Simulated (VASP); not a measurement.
# TiO (P-62m) in VASP: notebook

Runs on TiO. Level: PBEsol. Tasks: single point, relaxation of cell and atoms.

All numbers are computed with VASP 6.6.1; they aren't measurements. Logs are shortened: lines on timing, memory, paths and dates and some standing lists are left out, and cuts for length are marked.

### Step 1. The cell of the first run

The structure is hexagonal, space group P-62m (No. 189). The conventional cell has a = 4.829 Å, b = 4.829 Å, c = 3.204 Å, α = 90.00°, β = 90.00°, γ = 120.00°. Ti (site symmetry -6) has 6 O at 2.20 Å and 3 Ti at 2.79 Å within 2.9 Å. Ti (site symmetry -62m) has 3 O at 1.84 Å within 2.4 Å. Within 2.4 Å of O (site symmetry m2m) lie 5 Ti at 1.84 to 2.20 Å.

### Step 2. Single point, PBEsol

INCAR reads:

```
SYSTEM = TiO
PREC = Accurate ; ENCUT = 520
EDIFF = 1E-7 ; ISMEAR = 0
SIGMA = 0.1 ; LREAL = .FALSE.
LASPH = .TRUE. ; NELM = 100
ALGO = Normal ; ISIF = 2
LWAVE = .FALSE. ; LCHARG = .TRUE.
GGA = PS ; LELF = .TRUE.
LVHAR = .TRUE. ; NBANDS = 36
```

KPOINTS reads:

```
regular mesh
0
G
  1 1 1
  0 0 0
```

POSCAR reads:

```
TiO
1.0
    4.8290813707      0.0000000000      0.0000000000
   -2.4145406853      4.1821071439      0.0000000000
    0.0000000000      0.0000000000      3.2038290177
Ti O
3 3
Direct
    0.6666666667      0.3333333333      0.5000000000
    0.3333333333      0.6666666667      0.5000000000
    0.0000000000      0.0000000000      0.0000000000
    0.6194792460      0.6194792460      0.0000000000
    0.3805207540      0.0000000000      0.0000000000
    0.0000000000      0.3805207540      0.0000000000
```

Potentials or basis: VASP PAW PBE potentials, release 64 (Ti_sv, O).

Run with:

```console
$ cat potpaw_PBE.64/Ti_sv/POTCAR potpaw_PBE.64/O/POTCAR > POTCAR
$ mpirun -np 1 vasp_gam > vasp.out
```

OUTCAR:

```text
SYSTEM = TiO
   PREC = Accurate
   ENCUT = 520
   EDIFF = 1E-7
   ISMEAR = 0
   LREAL = .FALSE.
   LASPH = .TRUE.
   NELM = 100
   ISIF = 2
   GGA = PS

 ion  position               nearest neighbor table
   1  0.667  0.333  0.500-   6 2.20   6 2.20   5 2.20   5 2.20   4 2.20   4 2.20   2 2.79   2 2.79
                             2 2.79
   2  0.333  0.667  0.500-   5 2.20   5 2.20   6 2.20   6 2.20   4 2.20   4 2.20   1 2.79   1 2.79
                             1 2.79
   3  0.000  0.000  0.000-   6 1.84   4 1.84   5 1.84
   4  0.619  0.619  0.000-   3 1.84   1 2.20   1 2.20   2 2.20   2 2.20
   5  0.381  0.000  0.000-   3 1.84   2 2.20   2 2.20   1 2.20   1 2.20
   6  0.000  0.381  0.000-   3 1.84   1 2.20   1 2.20   2 2.20   2 2.20

  LATTYP: Found a hexagonal cell.
 ALAT       =     4.8290813707
 C/A-ratio  =     0.6634448194

  Lattice vectors:

 A1 = (   4.8290813707,   0.0000000000,   0.0000000000)
 A2 = (  -2.4145406853,   4.1821071439,   0.0000000000)
 A3 = (   0.0000000000,   0.0000000000,   3.2038290177)

Analysis of symmetry for initial positions (statically):
=====================================================================
 Subroutine PRICEL returns:
 Original cell was already a primitive cell.

 Routine SETGRP: Setting up the symmetry group for a
 hexagonal supercell.

 Subroutine GETGRP returns: Found 12 space group operations
 (whereof 12 operations were pure point group operations)
 out of a pool of 24 trial point group operations.

The static configuration has the point symmetry D_3h.

Analysis of symmetry for dynamics (positions and initial velocities):
=====================================================================
 Subroutine PRICEL returns:
 Original cell was already a primitive cell.

 Routine SETGRP: Setting up the symmetry group for a
 hexagonal supercell.

 Subroutine GETGRP returns: Found 12 space group operations
 (whereof 12 operations were pure point group operations)
 out of a pool of 24 trial point group operations.

The dynamic configuration has the point symmetry D_3h.

 Subroutine INISYM returns: Found 12 space group operations
 (whereof 12 operations are pure point group operations),
 and found     1 'primitive' translations

----------------------------------------------------------------------------------------

                                     Primitive cell

  volume of cell :      64.7037

  direct lattice vectors                    reciprocal lattice vectors
     4.829081371  0.000000000  0.000000000     0.207078722  0.119556956  0.000000000
    -2.414540685  4.182107144  0.000000000     0.000000000  0.239113912  0.000000000
     0.000000000  0.000000000  3.203829018     0.000000000  0.000000000  0.312126519

  length of vectors
     4.829081371  4.829081371  3.203829018     0.239113912  0.239113912  0.312126519

  position of ions in fractional coordinates (direct lattice)
     0.666666667  0.333333333  0.500000000
     0.333333333  0.666666667  0.500000000
     0.000000000  0.000000000  0.000000000
     0.619479246  0.619479246  0.000000000
     0.380520754  0.000000000  0.000000000
     0.000000000  0.380520754  0.000000000

  ion indices of the primitive-cell ions
   primitive index   ion index
                 1           1
                 2           2
                 3           3
                 4           4
                 5           5
                 6           6

----------------------------------------------------------------------------------------

 KPOINTS: regular mesh

Automatic generation of k-mesh.
 Grid dimensions read from file:
 generate k-points for:    1    1    1

 Generating k-lattice:

  Cartesian coordinates                     Fractional coordinates (reciprocal lattice)
     0.207078722  0.119556956  0.000000000     1.000000000  0.000000000  0.000000000
     0.000000000  0.239113912  0.000000000     0.000000000  1.000000000  0.000000000
     0.000000000  0.000000000  0.312126519     0.000000000  0.000000000  1.000000000

  Length of vectors
     0.239113912  0.239113912  0.312126519

  Shift w.r.t. Gamma in fractional coordinates (k-lattice)
     0.000000000  0.000000000  0.000000000

 Subroutine IBZKPT returns following result:
 ===========================================

 Found      1 irreducible k-points:

 Following reciprocal coordinates:
            Coordinates               Weight
  0.000000  0.000000  0.000000      1.000000
   k-points           NKPTS =      1   k-points in BZ     NKDIM =      1   number of bands    NBANDS=     36
   number of dos      NEDOS =    301   number of ions     NIONS =      6
   total plane-waves  NPLWV =  31104
   dimension x,y,z NGX =    36 NGY =   36 NGZ =   24
   dimension x,y,z NGXF=    72 NGYF=   72 NGZF=   48
   ions per type =               3   3
   NGX,Y,Z   is equivalent  to a cutoff of  12.39, 12.39, 12.45 a.u.
   NGXF,Y,Z  is equivalent  to a cutoff of  24.79, 24.79, 24.91 a.u.
 SYSTEM =  TiO
   PREC   = accura    normal or accurate (medium, high low for compatibility)
   ISTART =      0    job   : 0-new  1-cont  2-samecut
   ICHARG =      2    charge: 1-file 2-atom 10-const
   ISPIN  =      1    spin polarized calculation?
   LNONCOLLINEAR =      F non collinear calculations
   LSORBIT =      F    spin-orbit coupling
   LASPH  =      T    aspherical Exc in radial PAW
   ENCUT  =  520.0 eV  38.22 Ry    6.18 a.u.   8.98  8.98  5.96*2*pi/ulx,y,z
   NELM   =    100;   NELMIN=  2; NELMDL= -5     # of ELM steps
   EDIFF  = 0.1E-06   stopping-criterion for ELM
   LREAL  =      F    real-space projection
   EDIFFG = 0.1E-05   stopping-criterion for IOM
   NSW    =      0    number of steps for IOM
   IBRION =     -1    ionic relax: 0-MD 1-quasi-New 2-CG
   NFREE  =      0    steps in history (QN), initial steepest desc. (CG)
   ISIF   =      2    stress and relaxation
   ISYM   =      2    0-nonsym 1-usesym 2-fastsym
   POTIM  = 0.5000    time-step for ionic-motion
   TEBEG  =    0.0;   TEEND  =   0.0 temperature during run
   PSTRESS=    0.0 pullay stress
   NELECT =      54.0000    total number of electrons
   NUPDOWN=      -1.0000    fix difference up-down
   EMIN   =  10.00;   EMAX   =-10.00  energy-range for DOS
   EFERMI =   0.00;   METHOD = LEGACY
   ISMEAR =     0;   SIGMA  =   0.10  broadening in eV -4-tet -1-fermi 0-gaus
   EFERMI_NEDOS =   21; number of points for ismear=-14 and -15
   IALGO  =     38    algorithm
   IMIX   =      4    mixing-type and parameters
     AMIX     =   0.40;   BMIX     =  1.00
     AMIX_MAG =   1.60;   BMIX_MAG =  1.00
  volume/ion in A,a.u.               =      10.78        72.77
  Fermi-wavevector in a.u.,A,eV,Ry     =   1.541333  2.912697 32.323452  2.375707
  Thomas-Fermi vector in A             =   2.647294
   LORBIT       =      0    0 simple, 1 ext, 2 COOP (PROOUT), +10 PAW based schemes
   GGA     = PS    functional components
   LHFCALC =     F    Hartree Fock is set to
   AEXX    =    0.0000 exact exchange contribution
   IVDW    =     0    specifies the selected vdW correction
   LEPSILON=     F    determine dielectric tensor
   LRPA    =     F    only Hartree local field effects (RPA)
 non-spin polarized calculation
 Gauss-broadening in eV      SIGMA  =   0.10
  energy-cutoff  :      520.00
  volume of cell :       64.70
 maximum number of plane-waves:       861
 NGX is ok and might be reduce to    36
   NGX = 17   NGY = 17   NGZ = 11

 number of electron      53.9999966 magnetization

 Free energy of the ion-electron system (eV)
  ---------------------------------------------------
  ext. energy  EPLUGINS =         0.00000000
  ---------------------------------------------------
  free energy    TOTEN  =       -52.88781971 eV

  energy without entropy =      -52.78253521  energy(sigma->0) =      -52.83517746

 E-fermi :   9.4819     XC(G=0): -12.4017

 val. band max:        9.3945581177   @ k =   0.0000   0.0000   0.0000
 cond. band min:       9.5691932956   @ k =   0.0000   0.0000   0.0000
 fundamental gap:      0.1746351779
 Fermi energy:         9.4818756268

 k-point     1 :       0.0000    0.0000    0.0000
  band No.  band energies     occupation
      1     -48.1138      2.00000
      2     -48.0075      2.00000
      3     -47.6466      2.00000
      4     -24.7333      2.00000
      5     -24.6208      2.00000
      6     -24.5189      2.00000
      7     -24.5189      2.00000
      8     -24.2400      2.00000
      9     -24.2400      2.00000
     10     -24.1770      2.00000
     11     -23.9812      2.00000
     12     -23.9812      2.00000
     13     -11.3197      2.00000
     14      -9.5855      2.00000
     15      -9.5855      2.00000
     16       1.5957      2.00000
     17       3.2650      2.00000
     18       3.2650      2.00000
     19       3.3857      2.00000
     20       3.3857      2.00000
     21       3.9598      2.00000
     22       4.3044      2.00000
     23       4.9258      2.00000
     24       4.9258      2.00000
     25       5.9744      2.00000
     26       9.3946      1.78312
     27       9.3946      1.78312
     28       9.5692      0.21688
     29       9.5692      0.21688
     30       9.8269      0.00000
     31      10.3654      0.00000
     32      10.3654      0.00000
     33      11.3979      0.00000
     34      11.3979      0.00000
     35      11.7077      0.00000
     36      12.5483      0.00000

------------------------ aborting loop because EDIFF is reached ----------------------------------------

  FORCE on cell =-STRESS in cart. coord.  units (eV):
  Direction    XX          YY          ZZ          XY          YZ          ZX
  --------------------------------------------------------------------------------------
  -------------------------------------------------------------------------------------
  Total        0.2421285      0.2421285      0.3628849      0.0000000      0.0000000      0.0000000
  in kB        5.9955291      5.9955291      8.9856711      0.0000000      0.0000000      0.0000000
  external PRESSURE =       6.9922431 kB  Pullay stress =       0.0000000 kB

 VOLUME and BASIS-vectors are now :
 -----------------------------------------------------------------------------
  energy-cutoff  :      520.00
  volume of cell :       64.70
      direct lattice vectors                 reciprocal lattice vectors
     4.829081371  0.000000000  0.000000000     0.207078722  0.119556956  0.000000000
    -2.414540685  4.182107144  0.000000000     0.000000000  0.239113912  0.000000000
     0.000000000  0.000000000  3.203829018     0.000000000  0.000000000  0.312126519

 POSITION                                       TOTAL-FORCE (eV/Angst)
 -----------------------------------------------------------------------------------
      2.41454      1.39404      1.60191        -0.000000     -0.000000     -0.000000
     -0.00000      2.78807      1.60191        -0.000000     -0.000000     -0.000000
      0.00000      0.00000      0.00000        -0.000000     -0.000000     -0.000000
      1.49576      2.59073      0.00000        -0.035308     -0.061156     -0.000000
      1.83757      0.00000      0.00000         0.070617     -0.000000      0.000000
     -0.91878      1.59138      0.00000        -0.035308      0.061156      0.000000
 -----------------------------------------------------------------------------------
    total drift:                                0.000000      0.000000      0.000001

  FREE ENERGIE OF THE ION-ELECTRON SYSTEM (eV)
  ---------------------------------------------------
  free  energy   TOTEN  =       -52.8878197124 eV

  energy  without entropy=      -52.7825352128  energy(sigma->0) =      -52.83517746
```

It took 8.1 s on 1 thread of Intel Xeon Platinum 8488C (Sapphire Rapids), shared host; peak memory 0.16 GiB.

What came out:

```
Free energy            : -52.8878 eV
Pressure               : 0.7 GPa
Largest force          : 0.071 eV/Å
Band gap on the k mesh : 0.17 eV
```

Forces on the atoms (eV/Å):
```
Ti   0.000  0.000  0.000
Ti   0.000  0.000  0.000
Ti   0.000  0.000  0.000
O   -0.035 -0.061  0.000
O    0.071  0.000  0.000
O   -0.035  0.061  0.000
```

Levels at points of the mesh, in eV from the valence-band top:
| k point | band 24 | band 25 | band 26 | band 27 | band 28 | band 29 | band 30 | band 31 |
| --- | --- | --- | --- | --- | --- | --- | --- | --- |
| (0.00, 0.00, 0.00) | -4.47 | -3.42 | 0.00 | 0.00 | 0.17 | 0.17 | 0.43 | 0.97 |

Caveat: the k points lie up to 1.96 Å⁻¹ apart; the PAW data sets were made with another functional, which shifts forces and pressure a little. A k mesh can miss the band edges.

### Step 3. Relaxation of cell and atoms, PBEsol

This run uses another cell than the first one, of 10.32 Å³/atom, 0.957 times its volume.

INCAR reads:

```
SYSTEM = TiO
ALGO = Normal ; EDIFF = 1E-7
EDIFFG = -0.01 ; ENCUT = 600
GGA = PS ; IBRION = 2
ISIF = 3 ; ISMEAR = 0
LASPH = .TRUE. ; LCHARG = .FALSE.
LREAL = .FALSE. ; LWAVE = .FALSE.
NELM = 80 ; NSW = 80
PREC = Accurate ; SIGMA = 0.1
```

KPOINTS reads:

```
k-points
0
G
  1 1 1
  0 0 0
```

POSCAR reads:

```
TiO
1.0
    4.9890877720      0.0000000000      0.0000000000
   -2.4945438860      4.3206767523      0.0000000000
    0.0000000000      0.0000000000      2.8733134400
Ti O
3 3
Direct
    0.6666666667      0.3333333333      0.5000000000
    0.3333333333      0.6666666667      0.5000000000
    0.0000000000      0.0000000000      0.0000000000
    0.6055592400      0.6055592400      0.0000000000
    0.3944407600      0.0000000000      0.0000000000
    0.0000000000      0.3944407600      0.0000000000
```

Potentials or basis: VASP PAW PBE potentials, release 64 (Ti_sv, O).

Run with:

```console
$ cat potpaw_PBE.64/Ti_sv/POTCAR potpaw_PBE.64/O/POTCAR > POTCAR
$ mpirun -np 1 vasp_gam > vasp.out
```

Run time: 66 s. Hardware: 1 thread of Intel Xeon Platinum 8488C (Sapphire Rapids), shared host; peak memory 0.19 GiB.

The run converged. Its results:

```yaml
Free_energy: -52.8915 eV
Relaxed_volume: 10.80 Å³/atom
Relaxed_cell: a = 4.829 Å, b = 4.829 Å, c = 3.211 Å, α = 90.00°, β = 90.00°, γ = 120.00°
Space_group_after_relaxing_to_0.05_Å: P-62m (No. 189)
Energy_gained_by_relaxing: 95.7 meV/atom
Ionic_steps: 11
Pressure_after_relaxing: 0.0 GPa
Band_gap_on_the_k_mesh: 0.17 eV
```

The path:
```csv
step,energy change (eV),largest force (eV/Å),pressure (GPa),volume (Å³)
1,0.0000,0.5302,13.12,61.94
2,-0.2155,1.0328,-12.79,69.72
3,-0.3126,0.8379,-4.92,66.69
4,-0.5147,0.2771,-2.05,65.59
5,-0.5451,0.2286,0.16,65.03
6,-0.5462,0.3513,0.69,64.92
7,-0.5712,0.1774,-0.39,65.13
8,-0.5719,0.1514,-0.53,65.16
9,-0.5719,0.1453,-0.55,65.17
10,-0.5740,0.0136,0.07,64.79
11,-0.5740,0.0012,0.03,64.83
```

Final structure:
```xyz
6
Lattice="4.8287 0.0000 0.0000 -2.4143 4.1818 0.0000 0.0000 0.0000 3.2106" Properties=species:S:1:pos:R:3 pbc="T T T"
Ti    2.4143    1.3939    1.6053
Ti    0.0000    2.7878    1.6053
Ti    0.0000    0.0000    0.0000
O     1.4947    2.5888    0.0000
O     1.8393    0.0000    0.0000
O     3.9090    1.5929    0.0000
```

Levels at points of the mesh, in eV from the valence-band top:
```tsv
k point	band 25	band 26	band 27	band 28	band 29	band 30
(0.00, 0.00, 0.00)	-3.42	0.00	0.00	0.17	0.17	0.44
```

Caveat: the k points lie up to 1.96 Å⁻¹ apart in the final cell; the PAW data sets were made with another functional, which shifts forces and pressure a little. A k mesh can miss the band edges.
